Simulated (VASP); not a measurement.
# C (R-3m) in VASP: further runs

Runs on C. Level: r2SCAN. Tasks: single point.

Everything below comes from runs of VASP 6.6.1. Logs are shortened: lines on timing, memory, paths and dates and some standing lists are left out, and cuts for length are marked.

## 1. The cell of the first run

The structure is trigonal, space group R-3m (No. 166). The conventional cell has a = 2.456 Å, b = 2.456 Å, c = 10.041 Å, α = 90.00°, β = 90.00°, γ = 120.00°. C (site symmetry 3m) has 3 C at 1.42 Å within 1.9 Å.

## 2. Single point, r2SCAN

POSCAR reads:

```
C
1.0
    1.2280263465      0.7090013417      3.3470108394
   -1.2280263465      0.7090013417      3.3470108394
    0.0000000000     -1.4180026834      3.3470108394
C
2
Direct
    0.1640000000      0.1640000000      0.1640000000
    0.8360000000      0.8360000000      0.8360000000
```

INCAR.step1 reads:

```
ALGO = Normal
EDIFF = 1E-4
ENCUT = 520
GGA = PE
ISMEAR = 0
LASPH = T
LCHARG = F
LREAL = F
LWAVE = T
NBANDS = 11
NELM = 100
PREC = Accurate
SIGMA = 0.05
```

INCAR.step2 reads:

```
ALGO = Normal
EDIFF = 1E-6
ENCUT = 520
ISIF = 2
ISMEAR = 0
ISTART = 1
LASPH = T
LCHARG = F
LMIXTAU = T
LREAL = F
LWAVE = F
METAGGA = R2SCAN
NBANDS = 11
NELM = 100
PREC = Accurate
SIGMA = 0.05
```

KPOINTS reads:

```
k-points
0
Gamma
  12 12 12
```

Potentials or basis: VASP PAW PBE potentials, release 64 (C).

Run with:

```bash
$ cat potpaw_PBE.64/C/POTCAR > POTCAR
$ cp INCAR.step1 INCAR
$ mpirun -np 1 vasp_std > vasp.out
$ cp INCAR.step2 INCAR
$ mpirun -np 1 vasp_std > vasp.out
```

OUTCAR:

```text
EDIFF = 1E-6
   ENCUT = 520
   ISIF = 2
   ISMEAR = 0
   ISTART = 1
   LASPH = T
   LREAL = F
   METAGGA = R2SCAN
   NELM = 100
   PREC = Accurate

 ion  position               nearest neighbor table
   1  0.164  0.164  0.164-   2 1.42   2 1.42   2 1.42
   2  0.836  0.836  0.836-   1 1.42   1 1.42   1 1.42

  LATTYP: Found a trigonal (rhomboedric) cell.
 ALAT       =     3.6349983727
 COS(alpha) =     0.7717362630

  Lattice vectors:

 A1 = (   1.2280263465,   0.7090013417,   3.3470108394)
 A2 = (  -1.2280263465,   0.7090013417,   3.3470108394)
 A3 = (   0.0000000000,  -1.4180026834,   3.3470108394)

Analysis of symmetry for initial positions (statically):
=====================================================================
 Subroutine PRICEL returns:
 Original cell was already a primitive cell.

 Routine SETGRP: Setting up the symmetry group for a
 trigonal (rhombohedral) supercell.

 Subroutine GETGRP returns: Found 12 space group operations
 (whereof 12 operations were pure point group operations)
 out of a pool of 12 trial point group operations.

The static configuration has the point symmetry D_3d.

Analysis of symmetry for dynamics (positions and initial velocities):
=====================================================================
 Subroutine PRICEL returns:
 Original cell was already a primitive cell.

 Routine SETGRP: Setting up the symmetry group for a
 trigonal (rhombohedral) supercell.

 Subroutine GETGRP returns: Found 12 space group operations
 (whereof 12 operations were pure point group operations)
 out of a pool of 12 trial point group operations.

The dynamic configuration has the point symmetry D_3d.

 Subroutine INISYM returns: Found 12 space group operations
 (whereof 12 operations are pure point group operations),
 and found     1 'primitive' translations

----------------------------------------------------------------------------------------

                                     Primitive cell

  volume of cell :      17.4849

  direct lattice vectors                    reciprocal lattice vectors
     1.228026347  0.709001342  3.347010839     0.407157388  0.235072428  0.099591352
    -1.228026347  0.709001342  3.347010839    -0.407157388  0.235072428  0.099591352
     0.000000000 -1.418002683  3.347010839     0.000000000 -0.470144855  0.099591352

  length of vectors
     3.634998373  3.634998373  3.634998373     0.480577384  0.480577384  0.480577384

  position of ions in fractional coordinates (direct lattice)
     0.164000000  0.164000000  0.164000000
     0.836000000  0.836000000  0.836000000

  ion indices of the primitive-cell ions
   primitive index   ion index
                 1           1
                 2           2

----------------------------------------------------------------------------------------

 KPOINTS: k-points

Automatic generation of k-mesh.
 Grid dimensions read from file:
 generate k-points for:   12   12   12

 Generating k-lattice:

  Cartesian coordinates                     Fractional coordinates (reciprocal lattice)
     0.033929782  0.019589369  0.008299279     0.083333333  0.000000000  0.000000000
    -0.033929782  0.019589369  0.008299279     0.000000000  0.083333333  0.000000000
     0.000000000 -0.039178738  0.008299279     0.000000000  0.000000000  0.083333333

  Length of vectors
     0.040048115  0.040048115  0.040048115

  Shift w.r.t. Gamma in fractional coordinates (k-lattice)
     0.000000000  0.000000000  0.000000000

 Subroutine IBZKPT returns following result:
 ===========================================

 Found    189 irreducible k-points:

 Following reciprocal coordinates:
            Coordinates               Weight
  0.000000  0.000000  0.000000      1.000000
  0.083333 -0.000000  0.000000      6.000000
  0.166667 -0.000000  0.000000      6.000000
  0.250000 -0.000000  0.000000      6.000000
  0.333333 -0.000000  0.000000      6.000000
  0.416667 -0.000000  0.000000      6.000000
[... 16 lines left out ...]
  0.500000  0.166667  0.000000     12.000000
 -0.416667  0.166667 -0.000000     12.000000
 [... further k-points ...]
   k-points           NKPTS =    189   k-points in BZ     NKDIM =    189   number of bands    NBANDS=     11
   number of dos      NEDOS =    301   number of ions     NIONS =      2
   total plane-waves  NPLWV =  21952
   dimension x,y,z NGX =    28 NGY =   28 NGZ =   28
   dimension x,y,z NGXF=    56 NGYF=   56 NGZF=   56
   ions per type =               2
   NGX,Y,Z   is equivalent  to a cutoff of  12.81, 12.81, 12.81 a.u.
   NGXF,Y,Z  is equivalent  to a cutoff of  25.61, 25.61, 25.61 a.u.
 SYSTEM =  unknown system
   PREC   = accura    normal or accurate (medium, high low for compatibility)
   ISTART =      1    job   : 0-new  1-cont  2-samecut
   ICHARG =      0    charge: 1-file 2-atom 10-const
   ISPIN  =      1    spin polarized calculation?
   LNONCOLLINEAR =      F non collinear calculations
   LSORBIT =      F    spin-orbit coupling
   LASPH  =      T    aspherical Exc in radial PAW
   ENCUT  =  520.0 eV  38.22 Ry    6.18 a.u.   6.76  6.76  6.76*2*pi/ulx,y,z
   NELM   =    100;   NELMIN=  2; NELMDL=  0     # of ELM steps
   EDIFF  = 0.1E-05   stopping-criterion for ELM
   LREAL  =      F    real-space projection
   EDIFFG = 0.1E-04   stopping-criterion for IOM
   NSW    =      0    number of steps for IOM
   IBRION =     -1    ionic relax: 0-MD 1-quasi-New 2-CG
   NFREE  =      0    steps in history (QN), initial steepest desc. (CG)
   ISIF   =      2    stress and relaxation
   ISYM   =      2    0-nonsym 1-usesym 2-fastsym
   POTIM  = 0.5000    time-step for ionic-motion
   TEBEG  =    0.0;   TEEND  =   0.0 temperature during run
   PSTRESS=    0.0 pullay stress
   NELECT =       8.0000    total number of electrons
   NUPDOWN=      -1.0000    fix difference up-down
   EMIN   =  10.00;   EMAX   =-10.00  energy-range for DOS
   EFERMI =   0.00;   METHOD = LEGACY
   ISMEAR =     0;   SIGMA  =   0.05  broadening in eV -4-tet -1-fermi 0-gaus
   EFERMI_NEDOS =   21; number of points for ismear=-14 and -15
   IALGO  =     38    algorithm
   IMIX   =      4    mixing-type and parameters
     AMIX     =   0.40;   BMIX     =  1.00
     AMIX_MAG =   1.60;   BMIX_MAG =  1.00
  volume/ion in A,a.u.               =       8.74        59.00
  Fermi-wavevector in a.u.,A,eV,Ry     =   1.261490  2.383870 21.651724  1.591357
  Thomas-Fermi vector in A             =   2.394946
   LORBIT       =      0    0 simple, 1 ext, 2 COOP (PROOUT), +10 PAW based schemes
   METAGGA = R2SCAN    functional components
   LHFCALC =     F    Hartree Fock is set to
   AEXX    =    0.0000 exact exchange contribution
   IVDW    =     0    specifies the selected vdW correction
   LEPSILON=     F    determine dielectric tensor
   LRPA    =     F    only Hartree local field effects (RPA)
 non-spin polarized calculation
 Gauss-broadening in eV      SIGMA  =   0.05
  energy-cutoff  :      520.00
  volume of cell :       17.48
 maximum number of plane-waves:       483
   NGX = 13   NGY = 13   NGZ = 13

 number of electron       8.0000000 magnetization

 Free energy of the ion-electron system (eV)
  ---------------------------------------------------
  ext. energy  EPLUGINS =         0.00000000
  ---------------------------------------------------
  free energy    TOTEN  =       -19.84759134 eV

  energy without entropy =      -19.84759134  energy(sigma->0) =      -19.84759134

 E-fermi :   4.6590     XC(G=0): -11.1647

 val. band max:        4.3157535600   @ k =  -0.3333   0.3333   0.0000
 cond. band min:       5.1078134014   @ k =  -0.3333   0.3333   0.0000
 fundamental gap:      0.7920598414
 Fermi energy:         4.6589549089

 k-point     1 :       0.0000    0.0000    0.0000
  band No.  band energies     occupation
      1     -16.2598      2.00000
      2      -2.2879      2.00000
      3       1.5529      2.00000
      4       1.5529      2.00000
      5       9.1086      0.00000
      6      13.4753      0.00000
      7      13.4753      0.00000
      8      17.1508      0.00000
      9      18.0781      0.00000
     10      28.8350      0.00000
     11      31.8892      0.00000

 k-point     2 :       0.0833   -0.0000    0.0000
  band No.  band energies     occupation
      1     -16.0815      2.00000
      2      -2.1071      2.00000
      3       0.8476      2.00000
      4       1.1909      2.00000
      5       9.3511      0.00000
      6      13.5711      0.00000
      7      14.2178      0.00000
      8      16.5116      0.00000
      9      18.4108      0.00000
     10      29.3876      0.00000
     11      30.3571      0.00000

 k-point     3 :       0.1667   -0.0000    0.0000
  band No.  band energies     occupation
      1     -15.5493      2.00000
      2      -1.5743      2.00000
      3      -0.9156      2.00000
      4       0.3453      2.00000
      5      10.0624      0.00000
      6      13.5564      0.00000
      7      14.8729      0.00000
      8      16.1821      0.00000
      9      19.4483      0.00000
     10      27.5654      0.00000
     11      29.6525      0.00000

 k-point     4 :       0.2500   -0.0000    0.0000
  band No.  band energies     occupation
      1     -14.6704      2.00000
      2      -3.1887      2.00000
      3      -0.6776      2.00000
      4      -0.5908      2.00000
      5      11.0171      0.00000
      6      12.7906      0.00000
      7      13.4166      0.00000
      8      18.8931      0.00000
      9      20.8105      0.00000
     10      25.3927      0.00000
     11      27.9387      0.00000

 k-point     5 :       0.3333   -0.0000    0.0000
  band No.  band energies     occupation
      1     -13.4600      2.00000
      2      -5.5576      2.00000
      3      -1.3696      2.00000
      4       0.5083      2.00000
      5       9.8404      0.00000
      6      12.9573      0.00000
      7      13.3993      0.00000
      8      21.1658      0.00000
      9      21.8849      0.00000
     10      24.5897      0.00000
     11      26.7386      0.00000
[... 211 lines left out ...]
 k-point    21 :       0.3333    0.1667    0.0000
  band No.  band energies     occupation
      1     -14.1070      2.00000
      2      -3.5527      2.00000
      3      -2.0553      2.00000
      4      -0.5005      2.00000
      5      11.2784      0.00000
      6      13.0305      0.00000
      7      15.4479      0.00000
      8      16.9714      0.00000
      9      21.9648      0.00000
     10      23.8489      0.00000
     11      29.4283      0.00000

 k-point    22 :       0.4167    0.1667    0.0000
  band No.  band energies     occupation
      1     -12.9047      2.00000
      2      -5.4408      2.00000
      3      -3.1575      2.00000
      4       0.6578      2.00000
      5       9.4492      0.00000
      6      14.5579      0.00000
      7      15.8349      0.00000
      8      18.2703      0.00000
      9      20.5514      0.00000
     10      24.8692      0.00000
     11      28.0293      0.00000

 k-point    23 :       0.5000    0.1667    0.0000
  band No.  band energies     occupation
      1     -11.4242      2.00000
      2      -7.4998      2.00000
      3      -3.7667      2.00000
      4       2.0547      2.00000
      5       7.5896      0.00000
      6      15.5150      0.00000
      7      16.2326      0.00000
      8      18.7519      0.00000
      9      20.3672      0.00000
     10      24.3490      0.00000
     11      29.2173      0.00000

 k-point    24 :      -0.4167    0.1667   -0.0000
  band No.  band energies     occupation
      1     -10.1757      2.00000
      2      -8.9666      2.00000
      3      -3.9658      2.00000
      4       3.1726      2.00000
      5       6.3584      0.00000
      6      15.4698      0.00000
      7      16.8050      0.00000
      8      17.6536      0.00000
      9      21.0243      0.00000
     10      25.0727      0.00000
     11      29.0197      0.00000

 [... further k-points ...]

------------------------ aborting loop because EDIFF is reached ----------------------------------------

  FORCE on cell =-STRESS in cart. coord.  units (eV):
  Direction    XX          YY          ZZ          XY          YZ          ZX
  --------------------------------------------------------------------------------------
  -------------------------------------------------------------------------------------
  Total        0.0965674      0.0965674      0.0885073      0.0000000      0.0000000      0.0000000
  in kB        8.8486687      8.8486687      8.1101035      0.0000000      0.0000000      0.0000000
  external PRESSURE =       8.6024803 kB  Pullay stress =       0.0000000 kB

 VOLUME and BASIS-vectors are now :
 -----------------------------------------------------------------------------
  energy-cutoff  :      520.00
  volume of cell :       17.48
      direct lattice vectors                 reciprocal lattice vectors
     1.228026347  0.709001342  3.347010839     0.407157388  0.235072428  0.099591352
    -1.228026347  0.709001342  3.347010839    -0.407157388  0.235072428  0.099591352
     0.000000000 -1.418002683  3.347010839     0.000000000 -0.470144855  0.099591352

 POSITION                                       TOTAL-FORCE (eV/Angst)
 -----------------------------------------------------------------------------------
      0.00000      0.00000      1.64673         0.000000      0.000000      0.897237
      0.00000      0.00000      8.39430         0.000000     -0.000000     -0.897237
 -----------------------------------------------------------------------------------
    total drift:                                0.000000     -0.000000      0.000000

  FREE ENERGIE OF THE ION-ELECTRON SYSTEM (eV)
  ---------------------------------------------------
  free  energy   TOTEN  =       -19.8475913374 eV

  energy  without entropy=      -19.8475913374  energy(sigma->0) =      -19.84759134
```

Wall time 6 min (1 thread of AMD EPYC 7R43 (Zen 3), shared host); peak memory 0.13 GiB.

What came out:

```
Free energy   : -19.8476 eV
Pressure      : 0.9 GPa
Largest force : 0.897 eV/Å
```

Forces in eV/Å, atoms in the order of the input:
```
C    0.000  0.000  0.897
C    0.000  0.000 -0.897
```

Caveat: the PAW data sets were made with another functional, which shifts forces and pressure a little.

(Continued in part 2 of 2.)
